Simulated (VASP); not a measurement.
# Si (a cell with a defect) in VASP: a series of runs, part 2 of 2

VASP 6.6.1. Earlier steps stand in the parts before.

### 4 Single point, LDA

INCAR reads:

```
ALGO = Normal ; EDIFF = 1E-6
ENCUT = 400 ; GGA = CA
GGA_COMPAT = False ; ISIF = 2
ISMEAR = -1 ; LASPH = True
LCHARG = False ; LREAL = False
LWAVE = False ; NBANDS = 48
NELM = 120 ; PREC = Accurate
SIGMA = 0.02
```

KPOINTS reads:

```
k-points
0
Gamma
  2 2 2
```

POSCAR reads:

```
Si
1.0
    0.0000000000      5.4300000000      5.4300000000
    5.4300000000      0.0000000000      5.4300000000
    5.4300000000      5.4300000000      0.0000000000
Si
17
Direct
   -0.0037114180      0.0038046041      0.0035473297
    0.1261965930      0.1252814917      0.1245837017
   -0.0033775322      0.0034867403      0.4969130755
    0.1226638122      0.1310490792      0.6234313996
   -0.0032007366      0.4974642726      0.0029887661
    0.1226516575      0.6237337937      0.1308960405
   -0.0003378453      0.5002906998      0.5001595764
    0.1229159300      0.6234588398      0.6230041436
    0.4997522099      0.0003945672      0.0000339779
    0.6238111418      0.1252803867      0.1246755985
    0.5027755064      0.0034213628      0.4970112339
    0.6241151934      0.1251658379      0.6263844383
    0.5026522099      0.4974584715      0.0030221915
    0.6242836096      0.6266637201      0.1246406998
    0.5027974217      0.4973241252      0.4969546961
    0.6303948435      0.6234375691      0.6230963168
    0.2495110497      0.7505896869      0.7501359116
```

Potentials or basis: VASP PAW LDA potentials, release 64 (Si).

Launch:

```
$ cat potpaw_LDA.64/Si/POTCAR > POTCAR
$ mpirun -np 1 vasp_std > vasp.out
```

OUTCAR:

```text
EDIFF = 1E-6
   ENCUT = 400
   GGA = CA
   ISIF = 2
   ISMEAR = -1
   LASPH = True
   LREAL = False
   NELM = 120
   PREC = Accurate

 ion  position               nearest neighbor table
   1  0.996  0.004  0.004-   2 2.34  10 2.34   6 2.38   4 2.38  17 2.75
   2  0.126  0.125  0.125-   5 2.33   3 2.33   1 2.34   9 2.34
   3  0.997  0.003  0.497-   2 2.33  12 2.34   8 2.38   4 2.38  17 2.75
   4  0.123  0.131  0.623-   7 2.32  11 2.38   1 2.38   3 2.38  17 2.39
   5  0.997  0.497  0.003-   2 2.33  14 2.34   8 2.38   6 2.38  17 2.75
   6  0.123  0.624  0.131-   7 2.32  13 2.38   5 2.38   1 2.38  17 2.39
   7  1.000  0.500  0.500-   4 2.32   6 2.32   8 2.32  16 2.32
   8  0.123  0.623  0.623-   7 2.32  15 2.38   5 2.38   3 2.38  17 2.39
   9  0.500  0.000  0.000-   2 2.34  10 2.34  12 2.34  14 2.34
  10  0.624  0.125  0.125-  13 2.33  11 2.33   1 2.34   9 2.34
  11  0.503  0.003  0.497-  10 2.33  12 2.34  16 2.38   4 2.38  17 2.75
  12  0.624  0.125  0.626-  15 2.33  11 2.34   3 2.34   9 2.34
  13  0.503  0.497  0.003-  10 2.33  14 2.34  16 2.38   6 2.38  17 2.75
  14  0.624  0.627  0.125-  15 2.33  13 2.34   5 2.34   9 2.34
  15  0.503  0.497  0.497-  12 2.33  14 2.33  16 2.38   8 2.38  17 2.75
  16  0.630  0.623  0.623-   7 2.32  15 2.38  13 2.38  11 2.38  17 2.39
  17  0.250  0.751  0.750-   4 2.39   6 2.39   8 2.39  16 2.39   5 2.75  13 2.75  11 2.75   3 2.75
[... 210 lines left out ...]
      5      -3.6705      2.00000
      6      -2.8408      2.00000
[... 381 lines left out ...]
     45      10.0183      0.00000
     46      10.0191      0.00000
 [bands above 46 left out]

------------------------ aborting loop because EDIFF is reached ----------------------------------------

  FORCE on cell =-STRESS in cart. coord.  units (eV):
  Direction    XX          YY          ZZ          XY          YZ          ZX
  --------------------------------------------------------------------------------------
  -------------------------------------------------------------------------------------
  Total        3.4744749      3.4835581      3.4855271     -0.0133243     -0.0438813      0.0226811
  in kB       17.3848231     17.4302715     17.4401240     -0.0666691     -0.2195637      0.1134868
  external PRESSURE =      17.4184062 kB  Pullay stress =       0.0000000 kB

 VOLUME and BASIS-vectors are now :
 -----------------------------------------------------------------------------
  energy-cutoff  :      400.00
  volume of cell :      320.21
      direct lattice vectors                 reciprocal lattice vectors
     0.000000000  5.430000000  5.430000000    -0.092081031  0.092081031  0.092081031
     5.430000000  0.000000000  5.430000000     0.092081031 -0.092081031  0.092081031
     5.430000000  5.430000000  0.000000000     0.092081031  0.092081031 -0.092081031

 POSITION                                       TOTAL-FORCE (eV/Angst)
 -----------------------------------------------------------------------------------
      0.03992      5.42911      5.43051        -0.009209     -0.004244      0.000736
      1.35677      1.36174      1.36553        -0.015032      0.005703     -0.006472
      2.71717      8.10990      5.43059         0.009949      0.004285     -0.000777
      4.09683      4.05130      1.37766         0.010791     -0.010412      0.010186
      2.71746      5.42885      8.11385         0.011580     -0.007509      0.001081
      4.09764      1.37676      4.05287         0.008868      0.005518     -0.006186
[... 9 lines left out ...]
      6.76868      6.80646      6.80831        -0.005967      0.008061      0.010303
      8.14894      5.42808      5.43055        -0.002751      0.002724     -0.003353
 -----------------------------------------------------------------------------------
    total drift:                                0.000021     -0.000008      0.000022

  FREE ENERGIE OF THE ION-ELECTRON SYSTEM (eV)
  ---------------------------------------------------
  free  energy   TOTEN  =       -97.5457410658 eV

  energy  without entropy=      -97.5346128825  energy(sigma->0) =      -97.54017697
```

OSZICAR:

```text
N       E                     dE             d eps       ncg     rms          rms(c)
DAV:   1     0.132844855081E+03    0.13284E+03   -0.22405E+04   768   0.947E+02
DAV:   2    -0.867109602657E+02   -0.21956E+03   -0.20903E+03   944   0.159E+02
DAV:   3    -0.994915598290E+02   -0.12781E+02   -0.12464E+02  1000   0.351E+01
DAV:   4    -0.997510557110E+02   -0.25950E+00   -0.25867E+00   968   0.628E+00
DAV:   5    -0.997577236274E+02   -0.66679E-02   -0.66641E-02   960   0.932E-01    0.150E+01
DAV:   6    -0.981904739715E+02    0.15672E+01   -0.11445E+00   896   0.309E+00    0.899E+00
DAV:   7    -0.975456280576E+02    0.64485E+00   -0.15762E+00   872   0.350E+00    0.928E-01
DAV:   8    -0.975469525744E+02   -0.13245E-02   -0.80106E-02   896   0.105E+00    0.458E-01
DAV:   9    -0.975457359419E+02    0.12166E-02   -0.46814E-03   928   0.234E-01    0.199E-01
DAV:  10    -0.975457370438E+02   -0.11019E-05   -0.78956E-04   928   0.850E-02    0.817E-02
DAV:  11    -0.975457393330E+02   -0.22892E-05   -0.10190E-04   920   0.360E-02    0.281E-02
DAV:  12    -0.975457411543E+02   -0.18213E-05   -0.54430E-06   920   0.879E-03    0.819E-03
DAV:  13    -0.975457410658E+02    0.88535E-07   -0.15578E-06   568   0.413E-03
   1 F= -.97545741E+02 E0= -.97540177E+02  d E =-.111282E-01
```

stdout:

```text
POSCAR found type information on POSCAR Si
 POSCAR found :  1 types and      17 ions
 scaLAPACK will be used
 -----------------------------------------------------------------------------
|                                                                             |
|                                                                             |
|     You have a (more or less) 'large supercell' and for larger cells it     |
|     might be more efficient to use real-space projection operators.         |
|     Therefore, try LREAL= Auto in the INCAR file.                           |
|     Mind: For very accurate calculation, you might also keep the            |
|     reciprocal projection scheme (i.e. LREAL=.FALSE.).                      |
|                                                                             |
 -----------------------------------------------------------------------------

 LDA part: xc-table for (Slater(with rela. corr.)+CA(PZ))
 , standard interpolation
 POSCAR, INCAR and KPOINTS ok, starting setup
 FFT: planning ... GRIDC
 FFT: planning ... GRID_SOFT
 FFT: planning ... GRID
 WAVECAR not read
 entering main loop
```

Run time: 64 s. Hardware: 1 thread of Intel Xeon 6975P-C (Granite Rapids), shared host; peak memory 0.27 GiB.

Results:

- Free energy: -97.5457 eV
- Pressure: 1.7 GPa
- Largest force: 0.022 eV/Å
- Band gap on the k mesh: zero (band 34 reaches 6.81 eV, above the bottom of band 35 at 6.57 eV)

Forces on the atoms (eV/Å):
```
Si  -0.009 -0.004  0.001
Si  -0.015  0.006 -0.006
Si   0.010  0.004 -0.001
Si   0.011 -0.010  0.010
Si   0.012 -0.008  0.001
Si   0.009  0.006 -0.006
Si  -0.001  0.000  0.001
Si  -0.004 -0.009 -0.007
Si  -0.003  0.001 -0.001
Si  -0.018  0.007 -0.005
Si   0.009 -0.002 -0.004
Si  -0.008  0.016 -0.012
Si   0.011 -0.002  0.005
Si   0.002 -0.010  0.014
Si   0.005 -0.005  0.003
Si  -0.006  0.008  0.010
Si  -0.003  0.003 -0.003
```

Caveat: the k points lie up to 0.50 Å⁻¹ apart.

### 5 Single point, LDA

INCAR reads:

```
SYSTEM = Si
  PREC = Accurate
  ENCUT = 400
  EDIFF = 1E-6
  ISMEAR = -1
  SIGMA = 0.02
  LREAL = .FALSE.
  LASPH = .TRUE.
  NELM = 120
  ALGO = Normal
  ISIF = 2
  LWAVE = .FALSE.
  LCHARG = .FALSE.
  NBANDS = 48
  GGA_COMPAT = .FALSE.
```

KPOINTS reads:

```
Automatic mesh
0
G
  2 2 2
  0 0 0
```

POSCAR reads:

```
Si
1.0
    0.0000000000      5.4300000000      5.4300000000
    5.4300000000      0.0000000000      5.4300000000
    5.4300000000      5.4300000000      0.0000000000
Si
17
Direct
    0.0003692449     -0.0010979742      0.0003337017
    0.1220197053      0.1280101289      0.1217883978
   -0.0053469613      0.0015127072      0.5018556169
    0.1218020258      0.1280421731      0.6281834254
    0.0005450276      0.5001844383      0.0004459484
    0.1249976059      0.6250128913      0.1250261510
    0.0004378453      0.5001717311      0.4988995396
    0.1221586556      0.6213279006      0.6282433702
    0.5020962247      0.0015929098     -0.0058435543
    0.6281797422      0.1280139963      0.1217022099
    0.5017921731      0.0014247698      0.5017266114
    0.6253748619      0.1239601289      0.6249229282
    0.4988646409      0.5001729282      0.0004053407
    0.6283500921      0.6213486188      0.1219471455
    0.5023217311      0.4930959484      0.5021576427
    0.6282198895      0.6212906077      0.6281970534
    0.3753661142      0.8739802947      0.3749333333
```

Launch:

```
$ cat potpaw_LDA.64/Si/POTCAR > POTCAR
$ mpirun -np 1 vasp_std > vasp.out
```

Wall time 54 s (1 thread of Intel Xeon 6975P-C (Granite Rapids), shared host); peak memory 0.27 GiB.

Results (log left out):

* Free energy: -97.5456 eV
* Pressure: 1.7 GPa
* Largest force: 0.038 eV/Å
* Band gap on the k mesh: zero (band 34 reaches 6.81 eV, above the bottom of band 35 at 6.57 eV)

Forces in eV/Å, atoms in the order of the input:
```
Si  -0.020  0.023 -0.022
Si  -0.001  0.017 -0.002
Si   0.008 -0.008 -0.011
Si  -0.024  0.001 -0.001
Si   0.020  0.019  0.020
Si  -0.001  0.000 -0.001
Si  -0.018 -0.022  0.022
Si   0.002 -0.004  0.015
Si  -0.007 -0.003  0.003
Si  -0.001  0.002 -0.020
Si   0.012  0.015  0.012
Si  -0.006  0.002 -0.003
Si   0.020 -0.021 -0.019
Si   0.016 -0.003  0.002
Si   0.003 -0.005  0.005
Si   0.002 -0.015  0.003
Si  -0.005  0.001 -0.003
```

Levels at points of the mesh, in eV from the Fermi level:
| k point | band 30 | band 31 | band 32 | band 33 | band 34 | band 35 | band 36 | band 37 | band 38 | band 39 |
| --- | --- | --- | --- | --- | --- | --- | --- | --- | --- | --- |
| (0.00, 0.00, 0.00) | -1.68 | -0.76 | -0.76 | -0.76 | -0.22 | -0.22 | -0.22 | 0.06 | 0.06 | 0.40 |
| (0.50, 0.00, 0.00) | -1.51 | -1.51 | -1.36 | -1.36 | -0.34 | 0.53 | 0.54 | 0.88 | 0.88 | 1.27 |
| (0.00, 0.50, 0.00) | -1.51 | -1.51 | -1.36 | -1.36 | -0.34 | 0.54 | 0.54 | 0.88 | 0.88 | 1.27 |
| (0.00, 0.00, 0.50) | -1.51 | -1.51 | -1.36 | -1.36 | -0.34 | 0.54 | 0.54 | 0.88 | 0.88 | 1.27 |
| (0.50, 0.50, 0.50) | -1.51 | -1.51 | -1.36 | -1.36 | -0.35 | 0.53 | 0.54 | 0.88 | 0.88 | 1.27 |
| (0.50, 0.50, 0.00) | -1.95 | -1.95 | -1.81 | -0.97 | 0.02 | 0.72 | 1.03 | 1.03 | 1.14 | 1.91 |
| (0.00, 0.50, 0.50) | -1.95 | -1.95 | -1.81 | -0.97 | 0.02 | 0.72 | 1.03 | 1.03 | 1.14 | 1.91 |
| (0.50, 0.00, 0.50) | -1.95 | -1.95 | -1.81 | -0.97 | 0.02 | 0.72 | 1.03 | 1.03 | 1.14 | 1.91 |

Caveat: the k points lie up to 0.50 Å⁻¹ apart.
